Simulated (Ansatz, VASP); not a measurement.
**Sr2AlO in VASP and in Ansatz**

The input INCAR:

```
  ALGO = Normal
  EDIFF = 1E-6
  ENCUT = 600
  GGA = PE
  GGA_COMPAT = F
  ISIF = 2
  ISMEAR = 0
  ISPIN = 2
  LASPH = T
  LCHARG = F
  LORBIT = 11
  LREAL = F
  LWAVE = F
  MAGMOM = 0 0 0 0 0 0 1 1
  NBANDS = 43
  NELM = 200
  PREC = Accurate
  SIGMA = 0.1
```

Contents of KPOINTS:

```
k-points
0
Gamma
  6 6 1
```

Contents of POSCAR:

```
Sr2AlO
1.0
    3.7628853599      0.0000000000      0.0000000000
   -1.8814426800      3.2587543132      0.0000000000
    0.0000000000      0.0000000000     16.6656738077
Sr Al O
4 2 2
Direct
    0.6666666667      0.3333333333      0.9113109283
    0.3333333333      0.6666666667      0.0886890717
    0.6666666667      0.3333333333      0.5886890717
    0.3333333333      0.6666666667      0.4113109283
    0.3333333333      0.6666666667      0.7500000000
    0.6666666667      0.3333333333      0.2500000000
    0.0000000000      0.0000000000      0.0000000000
    0.0000000000      0.0000000000      0.5000000000
```

Input for Ansatz:

```yaml
crystal:
  lattice:
    - [3.7628853599, 0.0, 0.0]
    - [-1.88144268, 3.2587543132, 0.0]
    - [0.0, 0.0, 16.6656738077]
  atoms:
    - { symbol: Sr, position: [0.6666666667, 0.3333333333, 0.9113109283] }
    - { symbol: Sr, position: [0.3333333333, 0.6666666667, 0.0886890717] }
    - { symbol: Sr, position: [0.6666666667, 0.3333333333, 0.5886890717] }
    - { symbol: Sr, position: [0.3333333333, 0.6666666667, 0.4113109283] }
    - { symbol: Al, position: [0.3333333333, 0.6666666667, 0.75] }
    - { symbol: Al, position: [0.6666666667, 0.3333333333, 0.25] }
    - { symbol: O, position: [0.0, 0.0, 0.0], spin: 1.0 }
    - { symbol: O, position: [0.0, 0.0, 0.5], spin: 1.0 }
basis:
  ecutwfc: 420
kpoints:
  mp_grid: { grid: [6, 6, 1] }
hamiltonian:
  xc: pbe
scf:
  occupations: { method: gaussian, width: 0.1 }
  lower_state_search: "off"
output:
  forces: true
  stress: true
  eigenvalues: true
  populations: true
magnetization:
  spin_polarized: true
```

Alike in both runs: task single point; functional PBE; k mesh 6 × 6 × 1; occupations gaussian, width 0.1 eV; collinear spin.

|  | VASP | Ansatz |
| --- | --- | --- |
| version | VASP 6.6.1 | Ansatz 0.2.0 |
| potentials or method | VASP PAW PBE potentials, release 64 (Sr_sv, Al, O), cutoff 600 eV | scalar-relativistic, plane waves, PAW |
| valence electrons in the cell | 58 | 58 |

|  | VASP | Ansatz | Ansatz less VASP |
| --- | --- | --- | --- |
| gap on the k mesh at the Fermi level (eV) | none | none | - |
| pressure (GPa) | -0.3 | -0.4 | -0.14 |
| traceless stress, the component that is largest in VASP (GPa) | -0.69 | -0.68 | +0.010 |
| rms of the force components (eV/Å) | 0.089 | 0.076 | -0.0125 |
| net moment per atom (μB) | 0.09 | 0.09 | 0.000 |
| size of the moment on the site where the two differ most (μB) | 0.03 | 0.12 | +0.086 |

Site moments also hang on the region over which each program counts them. Atom by atom the forces differ by 0.012 eV/Å (rms over components). A gap of «none» marks a metal or a gap that the smearing closes.

The k mesh is coarse, so the values compare programs but aren't converged.
